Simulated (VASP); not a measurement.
# CdSe (Fm-3m) in VASP: a series of runs

CdSe is run at these levels: LDA, r2SCAN, HSE06; tasks: single point.

Program: VASP 6.6.1. These are calculated values, not measurements. Logs are shortened: lines on timing, memory, paths and dates and some standing lists are left out, and cuts for length are marked.

### Step 1. The cell of the first run

It takes space group Fm-3m (No. 225, cubic). The conventional cell has a = 5.748 Å, b = 5.748 Å, c = 5.748 Å, α = 90.00°, β = 90.00°, γ = 90.00°. Cd (site symmetry m-3m) has 6 Se at 2.87 Å within 3.8 Å. Within 3.8 Å of Se (site symmetry m-3m) lie 6 Cd at 2.87 Å.

### Step 2. Single point, LDA

The input, INCAR:

```
PREC = Accurate ; ENCUT = 500
EDIFF = 1E-6 ; ISMEAR = 1
SIGMA = 0.1 ; LREAL = False
LASPH = True ; NELM = 120
ALGO = Normal ; ISIF = 2
LWAVE = False ; LCHARG = False
NBANDS = 16 ; GGA_COMPAT = False
```

The input, KPOINTS:

```
regular mesh
0
Gamma
  4 4 4
```

The input, POSCAR:

```
CdSe
1.0
    0.0000000000      2.8739580000      2.8739580000
    2.8739580000      0.0000000000      2.8739580000
    2.8739580000      2.8739580000      0.0000000000
Cd Se
1 1
Direct
    0.0000000000      0.0000000000      0.0000000000
    0.5000000000      0.5000000000      0.5000000000
```

Potentials or basis: VASP PAW LDA potentials, release 64 (Cd, Se).

Command:

```
> cat potpaw_LDA.64/Cd/POTCAR potpaw_LDA.64/Se/POTCAR > POTCAR
> mpirun -np 1 vasp_std > vasp.out
```

OUTCAR:

```text
PREC = Accurate
   ENCUT = 500
   EDIFF = 1E-6
   ISMEAR = 1
   LREAL = False
   LASPH = True
   NELM = 120
   ISIF = 2

 ion  position               nearest neighbor table
   1  0.000  0.000  0.000-   2 2.87   2 2.87   2 2.87   2 2.87   2 2.87   2 2.87
   2  0.500  0.500  0.500-   1 2.87   1 2.87   1 2.87   1 2.87   1 2.87   1 2.87

  LATTYP: Found a face centered cubic cell.
 ALAT       =     5.7479160000

  Lattice vectors:

 A1 = (   0.0000000000,   2.8739580000,   2.8739580000)
 A2 = (   2.8739580000,   0.0000000000,   2.8739580000)
 A3 = (   2.8739580000,   2.8739580000,   0.0000000000)

Analysis of symmetry for initial positions (statically):
=====================================================================
 Subroutine PRICEL returns:
 Original cell was already a primitive cell.

 Routine SETGRP: Setting up the symmetry group for a
 face centered cubic supercell.

 Subroutine GETGRP returns: Found 48 space group operations
 (whereof 48 operations were pure point group operations)
 out of a pool of 48 trial point group operations.

The static configuration has the point symmetry O_h .

Analysis of symmetry for dynamics (positions and initial velocities):
=====================================================================
 Subroutine PRICEL returns:
 Original cell was already a primitive cell.

 Routine SETGRP: Setting up the symmetry group for a
 face centered cubic supercell.

 Subroutine GETGRP returns: Found 48 space group operations
 (whereof 48 operations were pure point group operations)
 out of a pool of 48 trial point group operations.

The dynamic configuration has the point symmetry O_h .

 Subroutine INISYM returns: Found 48 space group operations
 (whereof 48 operations are pure point group operations),
 and found     1 'primitive' translations

----------------------------------------------------------------------------------------

                                     Primitive cell

  volume of cell :      47.4757

  direct lattice vectors                    reciprocal lattice vectors
     0.000000000  2.873958000  2.873958000    -0.173976098  0.173976098  0.173976098
     2.873958000  0.000000000  2.873958000     0.173976098 -0.173976098  0.173976098
     2.873958000  2.873958000  0.000000000     0.173976098  0.173976098 -0.173976098

  length of vectors
[... 62 lines left out ...]
   LASPH  =      T    aspherical Exc in radial PAW
   ENCUT  =  500.0 eV  36.75 Ry    6.06 a.u.   7.41  7.41  7.41*2*pi/ulx,y,z
   NELM   =    120;   NELMIN=  2; NELMDL= -5     # of ELM steps
   EDIFF  = 0.1E-05   stopping-criterion for ELM
   LREAL  =      F    real-space projection
   EDIFFG = 0.1E-04   stopping-criterion for IOM
   NSW    =      0    number of steps for IOM
   IBRION =     -1    ionic relax: 0-MD 1-quasi-New 2-CG
   NFREE  =      0    steps in history (QN), initial steepest desc. (CG)
   ISIF   =      2    stress and relaxation
   ISYM   =      2    0-nonsym 1-usesym 2-fastsym
   POTIM  = 0.5000    time-step for ionic-motion
   TEBEG  =    0.0;   TEEND  =   0.0 temperature during run
   PSTRESS=    0.0 pullay stress
   NELECT =      18.0000    total number of electrons
   NUPDOWN=      -1.0000    fix difference up-down
   EMIN   =  10.00;   EMAX   =-10.00  energy-range for DOS
   EFERMI =   0.00;   METHOD = LEGACY
   ISMEAR =     1;   SIGMA  =   0.10  broadening in eV -4-tet -1-fermi 0-gaus
   EFERMI_NEDOS =   21; number of points for ismear=-14 and -15
   IALGO  =     38    algorithm
   IMIX   =      4    mixing-type and parameters
     AMIX     =   0.40;   BMIX     =  1.00
     AMIX_MAG =   1.60;   BMIX_MAG =  1.00
  volume/ion in A,a.u.               =      23.74       160.19
  Fermi-wavevector in a.u.,A,eV,Ry     =   1.184882  2.239103 19.101849  1.403946
  Thomas-Fermi vector in A             =   2.321088
   LORBIT       =      0    0 simple, 1 ext, 2 COOP (PROOUT), +10 PAW based schemes
   GGA     = CA    functional components
   LHFCALC =     F    Hartree Fock is set to
   AEXX    =    0.0000 exact exchange contribution
   IVDW    =     0    specifies the selected vdW correction
   LEPSILON=     F    determine dielectric tensor
   LRPA    =     F    only Hartree local field effects (RPA)
 non-spin polarized calculation
 Methfessel and Paxton  Order N= 1 SIGMA  =   0.10
  energy-cutoff  :      500.00
  volume of cell :       47.48
 maximum number of plane-waves:      1243
 NGX is ok and might be reduce to    30
   NGX = 15   NGY = 15   NGZ = 15

 number of electron      18.0000005 magnetization

 Free energy of the ion-electron system (eV)
  ---------------------------------------------------
  ext. energy  EPLUGINS =         0.00000000
  ---------------------------------------------------
  free energy    TOTEN  =        -6.45101416 eV

  energy without entropy =       -6.44979058  energy(sigma->0) =       -6.45060630

 E-fermi :   2.1112     XC(G=0): -10.3224

 val. band max:        2.0358794213   @ k =   0.0000   0.0000   0.0000
 cond. band min:       2.1166530128   @ k =   0.5000   0.0000   0.0000
 fundamental gap:      0.0807735915
 Fermi energy:         2.1111578493

 k-point     1 :       0.0000    0.0000    0.0000
  band No.  band energies     occupation
      1     -10.7727      2.00000
      2      -5.7179      2.00000
      3      -5.7179      2.00000
      4      -5.6977      2.00000
      5      -5.6977      2.00000
      6      -5.6977      2.00000
[... 129 lines left out ...]
      3      -5.6889      2.00000
      4      -5.6889      2.00000
      5      -5.5056      2.00000
      6      -5.1778      2.00000
[... 8 lines left out ...]
     15      13.9516      0.00000
     16      17.0700      0.00000

------------------------ aborting loop because EDIFF is reached ----------------------------------------

  FORCE on cell =-STRESS in cart. coord.  units (eV):
  Direction    XX          YY          ZZ          XY          YZ          ZX
  --------------------------------------------------------------------------------------
  -------------------------------------------------------------------------------------
  Total       -1.4653877     -1.4653877     -1.4653877     -0.0000000      0.0000000     -0.0000000
  in kB      -49.4529138    -49.4529138    -49.4529138     -0.0000000      0.0000000     -0.0000000
  external PRESSURE =     -49.4529138 kB  Pullay stress =       0.0000000 kB

 VOLUME and BASIS-vectors are now :
 -----------------------------------------------------------------------------
  energy-cutoff  :      500.00
  volume of cell :       47.48
      direct lattice vectors                 reciprocal lattice vectors
     0.000000000  2.873958000  2.873958000    -0.173976098  0.173976098  0.173976098
     2.873958000  0.000000000  2.873958000     0.173976098 -0.173976098  0.173976098
     2.873958000  2.873958000  0.000000000     0.173976098  0.173976098 -0.173976098

 POSITION                                       TOTAL-FORCE (eV/Angst)
 -----------------------------------------------------------------------------------
      0.00000      0.00000      0.00000         0.000000      0.000000      0.000000
      2.87396      2.87396      2.87396        -0.000000     -0.000000     -0.000000
 -----------------------------------------------------------------------------------
    total drift:                               -0.000000      0.000000      0.000000

  FREE ENERGIE OF THE ION-ELECTRON SYSTEM (eV)
  ---------------------------------------------------
  free  energy   TOTEN  =        -6.4510141647 eV

  energy  without entropy=       -6.4497905770  energy(sigma->0) =       -6.45060630
```

Wall time 5.2 s (1 thread of Intel Xeon Platinum 8488C (Sapphire Rapids), shared host); peak memory 0.14 GiB.

What came out:

* Free energy: -6.4510 eV
* Pressure: -4.9 GPa
* Band gap on the k mesh: zero (bands 9 and 10 overlap by 0.58 eV)

Caveat: the k points lie up to 0.47 Å⁻¹ apart, too coarse for converged energies and pressures of a metal; semilocal functionals underestimate gaps, and a narrow one can read as zero.

### Step 3. Single point, r2SCAN

POSCAR is that of step 2.

The input, INCAR.step1:

```
SYSTEM = CdSe
PREC     = Accurate       ! precision mode
ENCUT    = 550            ! plane-wave cutoff, eV
ISMEAR   = 1              ! smearing method
SIGMA    = 0.1            ! smearing width, eV
LREAL    = .FALSE.        ! projectors in reciprocal space
LASPH    = .TRUE.         ! aspherical terms in the spheres
NELM     = 120            ! most SCF steps
NBANDS   = 16             ! bands
GGA      = PE             ! functional
ALGO     = Normal         ! electronic algorithm
EDIFF    = 1E-5           ! SCF threshold, eV
LWAVE    = .TRUE.         ! write WAVECAR
LCHARG   = .FALSE.        ! write CHGCAR
GGA_COMPAT= .FALSE.
```

The input, INCAR.step2:

```
SYSTEM = CdSe
PREC     = Accurate       ! precision mode
ENCUT    = 550            ! plane-wave cutoff, eV
EDIFF    = 1E-6           ! SCF threshold, eV
ISMEAR   = 1              ! smearing method
SIGMA    = 0.1            ! smearing width, eV
LREAL    = .FALSE.        ! projectors in reciprocal space
LASPH    = .TRUE.         ! aspherical terms in the spheres
NELM     = 120            ! most SCF steps
ALGO     = Normal         ! electronic algorithm
ISIF     = 2              ! what is computed and relaxed
LWAVE    = .FALSE.        ! write WAVECAR
LCHARG   = .FALSE.        ! write CHGCAR
METAGGA  = R2SCAN         ! meta-GGA
LMIXTAU  = .TRUE.       
NBANDS   = 16             ! bands
ISTART   = 1            
GGA_COMPAT= .FALSE.
```

The input, KPOINTS:

```
Automatic mesh
0
G
  4 4 4
  0 0 0
```

Potentials or basis: VASP PAW PBE potentials, release 64 (Cd, Se).

Command:

```
> cat potpaw_PBE.64/Cd/POTCAR potpaw_PBE.64/Se/POTCAR > POTCAR
> cp INCAR.step1 INCAR
> mpirun -np 1 vasp_std > vasp.out
> cp INCAR.step2 INCAR
> mpirun -np 1 vasp_std > vasp.out
```

Run time: 25 s. Hardware: 1 thread of Intel Xeon Platinum 8488C (Sapphire Rapids), shared host; peak memory 0.18 GiB.

It converged, with:

* Free energy: -35.6048 eV
* Pressure: -1.4 GPa
* Band gap on the k mesh: 0.04 eV (least direct gap 1.29 eV)

Levels at points of the mesh, in eV from the valence-band top:
```csv
k point,band 5,band 6,band 7,band 8,band 9,band 10,band 11,band 12,band 13,band 14
"(0.00, 0.00, 0.00)",-8.13,-8.13,-0.55,-0.55,-0.55,0.74,9.21,9.21,9.21,10.61
"(0.50, 0.00, 0.00)",-7.99,-7.99,-4.89,0.00,0.00,3.63,5.86,5.86,6.56,12.01
"(0.50, 0.50, 0.00)",-7.95,-7.42,-4.06,-2.01,-2.01,0.04,5.93,10.57,11.20,11.20
```

Caveat: the k points lie up to 0.47 Å⁻¹ apart; semilocal functionals underestimate gaps, and a narrow one can read as zero; the PAW data sets were made with another functional, which shifts forces and pressure a little. A k mesh can miss the band edges.

### Step 4. Single point, HSE06

POSCAR is that of step 3.

The input, INCAR.step1:

```
SYSTEM = CdSe
ALGO = Normal ; EDIFF = 1E-5
ENCUT = 400 ; GGA = PE
GGA_COMPAT = .False. ; ISIF = 2
ISMEAR = 1 ; LASPH = .True.
LCHARG = .False. ; LREAL = .False.
LWAVE = .True. ; NBANDS = 16
NELM = 120 ; PREC = Accurate
SIGMA = 0.0514
```

The input, INCAR.step2:

```
SYSTEM = CdSe
ALGO = Normal ; EDIFF = 1E-6
ENCUT = 400 ; GGA = PE
GGA_COMPAT = .False. ; HFSCREEN = 0.2079
ISIF = 2 ; ISMEAR = 1
ISTART = 1 ; LASPH = .True.
LCHARG = .False. ; LHFCALC = .True.
LREAL = .False. ; LWAVE = .False.
NBANDS = 16 ; NELM = 120
PREC = Accurate ; PRECFOCK = Normal
SIGMA = 0.0514
```

The input, KPOINTS:

```
k-points
0
Gamma
  4 4 4
  0 0 0
```

Potentials or basis: VASP PAW PBE potentials, release 64 (Cd, Se).

Command:

```
> cat potpaw_PBE.64/Cd/POTCAR potpaw_PBE.64/Se/POTCAR > POTCAR
> cp INCAR.step1 INCAR
> mpirun -np 1 vasp_std > vasp.out
> cp INCAR.step2 INCAR
> mpirun -np 1 vasp_std > vasp.out
```

OUTCAR:

```text
SYSTEM = CdSe
   EDIFF = 1E-6
   ENCUT = 400
   GGA = PE
   HFSCREEN = 0.2079
   ISIF = 2
   ISMEAR = 1
   ISTART = 1
   LASPH = .True.
   LHFCALC = .True.
   LREAL = .False.
   NELM = 120
   PREC = Accurate
   PRECFOCK = Normal

 ion  position               nearest neighbor table
   1  0.000  0.000  0.000-   2 2.87   2 2.87   2 2.87   2 2.87   2 2.87   2 2.87
   2  0.500  0.500  0.500-   1 2.87   1 2.87   1 2.87   1 2.87   1 2.87   1 2.87

  LATTYP: Found a face centered cubic cell.
[... 334 lines left out ...]

  FORCE on cell =-STRESS in cart. coord.  units (eV):
  Direction    XX          YY          ZZ          XY          YZ          ZX
  --------------------------------------------------------------------------------------
  -------------------------------------------------------------------------------------
  Total       -0.5778034     -0.5778034     -0.5778034      0.0000000      0.0000000      0.0000000
  in kB      -19.4993178    -19.4993178    -19.4993178      0.0000000      0.0000000      0.0000000
  external PRESSURE =     -19.4993178 kB  Pullay stress =       0.0000000 kB

 VOLUME and BASIS-vectors are now :
 -----------------------------------------------------------------------------
  energy-cutoff  :      400.00
  volume of cell :       47.48
      direct lattice vectors                 reciprocal lattice vectors
     0.000000000  2.873958000  2.873958000    -0.173976098  0.173976098  0.173976098
     2.873958000  0.000000000  2.873958000     0.173976098 -0.173976098  0.173976098
     2.873958000  2.873958000  0.000000000     0.173976098  0.173976098 -0.173976098

 POSITION                                       TOTAL-FORCE (eV/Angst)
 -----------------------------------------------------------------------------------
      0.00000      0.00000      0.00000         0.000000     -0.000000      0.000000
      2.87396      2.87396      2.87396        -0.000000      0.000000     -0.000000
 -----------------------------------------------------------------------------------
    total drift:                                0.000000      0.000000      0.000000

  FREE ENERGIE OF THE ION-ELECTRON SYSTEM (eV)
  ---------------------------------------------------
  free  energy   TOTEN  =        -6.4363036316 eV

  energy  without entropy=       -6.4366763451  energy(sigma->0) =       -6.43642787
```

OUTCAR.step1:

```text
SYSTEM = CdSe
   EDIFF = 1E-5
   ENCUT = 400
   GGA = PE
   ISIF = 2
   ISMEAR = 1
[... 356 lines left out ...]
      0.00000      0.00000      0.00000         0.000000     -0.000000     -0.000000
      2.87396      2.87396      2.87396        -0.000000      0.000000      0.000000
 -----------------------------------------------------------------------------------
    total drift:                               -0.000000      0.000000      0.000000

  FREE ENERGIE OF THE ION-ELECTRON SYSTEM (eV)
  ---------------------------------------------------
  free  energy   TOTEN  =        -5.1231345529 eV

  energy  without entropy=       -5.1214589776  energy(sigma->0) =       -5.12257603
```

OSZICAR.step1:

```text
N       E                     dE             d eps       ncg     rms          rms(c)
DAV:   1     0.951052423051E+02    0.95105E+02   -0.78396E+03   256   0.836E+02
DAV:   2    -0.236985221031E+01   -0.97475E+02   -0.93327E+02   312   0.238E+02
DAV:   3    -0.555518961631E+01   -0.31853E+01   -0.31802E+01   280   0.447E+01
DAV:   4    -0.556382379839E+01   -0.86342E-02   -0.86336E-02   344   0.233E+00
DAV:   5    -0.556386034529E+01   -0.36547E-04   -0.36547E-04   296   0.129E-01    0.542E+00
DAV:   6    -0.513790737949E+01    0.42595E+00   -0.62122E-01   304   0.908E+00    0.440E+00
DAV:   7    -0.512368467415E+01    0.14223E-01   -0.93408E-02   256   0.221E+00    0.214E+00
DAV:   8    -0.512306272691E+01    0.62195E-03   -0.91073E-03   304   0.101E+00    0.153E-01
DAV:   9    -0.512308644365E+01   -0.23717E-04   -0.58778E-04   288   0.224E-01    0.485E-02
DAV:  10    -0.512312182563E+01   -0.35382E-04   -0.40499E-05   312   0.662E-02    0.355E-02
DAV:  11    -0.512313409899E+01   -0.12273E-04   -0.12018E-05   232   0.302E-02    0.761E-03
DAV:  12    -0.512313455289E+01   -0.45390E-06   -0.41554E-07   128   0.564E-03
   1 F= -.51231346E+01 E0= -.51225760E+01  d E =-.167558E-02
```

Run time: 4.3 min. Hardware: 1 thread of Intel Xeon Platinum 8488C (Sapphire Rapids), shared host; peak memory 0.25 GiB.

Results:

| Property | Result |
| --- | --- |
| Free energy | -6.4363 eV |
| Pressure | -1.9 GPa |
| Band gap on the k mesh | 0.39 eV (least direct gap 1.58 eV) |

Levels at points of the mesh, in eV from the valence-band top:
| k point | band 6 | band 7 | band 8 | band 9 | band 10 | band 11 | band 12 | band 13 |
| --- | --- | --- | --- | --- | --- | --- | --- | --- |
| (0.00, 0.00, 0.00) | -9.23 | -0.54 | -0.54 | -0.54 | 1.04 | 9.65 | 9.65 | 9.65 |
| (0.50, 0.00, 0.00) | -9.10 | -5.27 | 0.00 | 0.00 | 3.90 | 6.27 | 6.27 | 7.33 |
| (0.50, 0.50, 0.00) | -8.46 | -4.35 | -2.12 | -2.12 | 0.39 | 6.28 | 11.08 | 11.74 |

Caveat: the k points lie up to 0.47 Å⁻¹ apart; the PAW data sets were made with another functional, which shifts forces and pressure a little.

### Step 5. Summary

| level | potentials or basis | cutoff (eV) | smearing | grid for exact exchange (PRECFOCK) | share of exact exchange | screening parameter | gap on the mesh (eV) | pressure (GPa) |
| --- | --- | --- | --- | --- | --- | --- | --- | --- |
| LDA | VASP PAW LDA potentials, release 64 (Cd, Se) | 500 | methfessel-paxton 0.1 eV | - | - | - | none | -4.9 |
| r2SCAN | VASP PAW PBE potentials, release 64 (Cd, Se) | 550 | methfessel-paxton 0.1 eV | - | - | - | 0.04 | -1.4 |
| HSE06 | VASP PAW PBE potentials, release 64 (Cd, Se) | 400 | methfessel-paxton 0.0514 eV | Normal | 0.25 | 0.2079 1/Å | 0.39 | -1.9 |

Alike in all rows: task single point; no spin polarisation; cell as given; k mesh 4 × 4 × 4.

Caveats: all runs use coarse meshes; semilocal functionals underestimate gaps, and a narrow one can read as zero (at least some runs); the PAW data sets were made with another functional, which shifts forces and pressure a little (at least some runs).

Absolute energies hang on the potentials; compare differences alone.

The gap in the log of VASP goes by the Fermi energy; the results here count the filled bands.